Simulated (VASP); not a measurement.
Set up this calculation in VASP 6.6.1, as the native input.

| Quantity | Value |
| --- | --- |
| Task | electric field gradients |
| Functional | PBEsol |
| Potentials or basis | VASP PAW PBE potentials, release 64 (Bi_d, Se) |
| Cutoff | 400 eV |
| k mesh | 8 × 8 × 8 |
| Occupations | fermi-dirac, width 0.02 eV |
| Spin | no spin polarisation |
| Dipole correction | no |
| Further INCAR settings | ALGO = Normal; EDIFF = 1e-08; NBANDS = 32 |

The structure of Bi2Se3 lies in POSCAR:

```
Bi2Se3
1.0
    2.0715000000      1.1959810826      9.5453333333
   -2.0715000000      1.1959810826      9.5453333333
    0.0000000000     -2.3919621653      9.5453333333
Bi Se
2 3
Direct
    0.4001376315      0.4001376315      0.4001376315
    0.5998623685      0.5998623685      0.5998623685
    0.0000000000      0.0000000000      0.0000000000
    0.2119474292      0.2119474292      0.2119474292
    0.7880525708      0.7880525708      0.7880525708
```

These files were run (other wordings do the same):

INCAR

```
  PREC = Accurate
  ENCUT = 400
  EDIFF = 1E-8
  ISMEAR = -1
  SIGMA = 0.02
  LREAL = False
  LASPH = True
  NELM = 120
  ALGO = Normal
  ISIF = 2
  LWAVE = False
  LCHARG = False
  GGA = PS
  LEFG = True
  NBANDS = 32
  GGA_COMPAT = False
```

KPOINTS

```
regular mesh
0
Gamma
  8 8 8
```

Potentials or basis: VASP PAW PBE potentials, release 64 (Bi_d, Se).

The run is started by

```sh
$ cat potpaw_PBE.64/Bi_d/POTCAR potpaw_PBE.64/Se/POTCAR > POTCAR
$ mpirun -np 1 vasp_std > vasp.out
```

It gave:

The pressure is -0.3 GPa and the largest force is 0.014 eV/Å. The band gap on the k mesh is 0.13 eV and the largest electric field gradient by atom is Bi +6.2; Se +65.2, -14.2 (each value once) V/Å².

Caveat: without QUAD_EFG the Cq values of the log hold for a quadrupole moment of 1 mb, not for the nuclei; the PAW data sets were made with another functional, which shifts forces and pressure a little; spin-orbit coupling is left out, which moves the levels of the heavy elements.

Run time: 28 min on 1 thread of Oxide Virtual Turin-like Processor, with other jobs on the host, peak memory 0.6 GiB.
